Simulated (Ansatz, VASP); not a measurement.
## AlN in VASP and in Ansatz

Contents of INCAR:

```
SYSTEM = AlN
  PREC = Accurate
  ENCUT = 600
  EDIFF = 1E-7
  ISMEAR = 0
  SIGMA = 0.02
  LREAL = .False.
  LASPH = .True.
  NELM = 120
  ALGO = Normal
  ISIF = 3
  LWAVE = .False.
  LCHARG = .False.
  GGA = CA
  IBRION = 2
  NSW = 100
  EDIFFG = -0.002
  GGA_COMPAT = .False.
  NELMIN = 4
```

KPOINTS

```
Automatic mesh
0
Gamma
  10 10 10
  0 0 0
```

Contents of POSCAR:

```
AlN
1.0
    0.0000000000      2.0045623817      2.0045623817
    2.0045623817      0.0000000000      2.0045623817
    2.0045623817      2.0045623817      0.0000000000
Al N
1 1
Direct
    0.5000000000      0.5000000000      0.5000000000
    0.0000000000      0.0000000000      0.0000000000
```

Input for Ansatz:

```yaml
crystal:
  lattice:
    - [0.0, 2.0045623817, 2.0045623817]
    - [2.0045623817, 0.0, 2.0045623817]
    - [2.0045623817, 2.0045623817, 0.0]
  atoms:
    - { symbol: Al, position: [0.5, 0.5, 0.5] }
    - { symbol: "N", position: [0.0, 0.0, 0.0] }
basis:
  ecutwfc: 420
kpoints:
  mp_grid: { grid: [10, 10, 10] }
hamiltonian:
  xc: lda
  pseudopotentials: { kind: paw, azcp: { folder: soft_1 } }
scf:
  occupations: { method: gaussian, width: 0.02 }
output:
  forces: true
  stress: true
  eigenvalues: true
relax:
  adjacent_minimum: "off"
  f_tol: 0.002
  max_steps: 80
  cell: { stress_tol: 0.02 }
```

Alike in both runs: task relaxation of cell and atoms; functional LDA; k mesh 10 × 10 × 10; occupations gaussian, width 0.02 eV; no spin polarisation.

|  | VASP | Ansatz |
| --- | --- | --- |
| version | VASP 6.6.1 | Ansatz 0.2.0 |
| potentials or method | VASP PAW LDA potentials, release 64 (Al, N), cutoff 600 eV | scalar-relativistic, plane waves, PAW |
| valence electrons in the cell | 8 | 8 |

```csv
,VASP,Ansatz,Ansatz less VASP
"gap on the k mesh at the Fermi level, each at its own relaxed structure (eV)",4.68,4.71,+0.036
relaxed volume (Å³/atom),8.08,8.06,-0.020
relaxed cell length with the largest relative difference (Å),2.838,2.836,-0.0024
```

Ansatz warns that its potentials were made for another functional, while VASP's fit it. LDA's correlation is that of Perdew and Zunger in VASP and of Perdew and Wang (1992) in Ansatz.
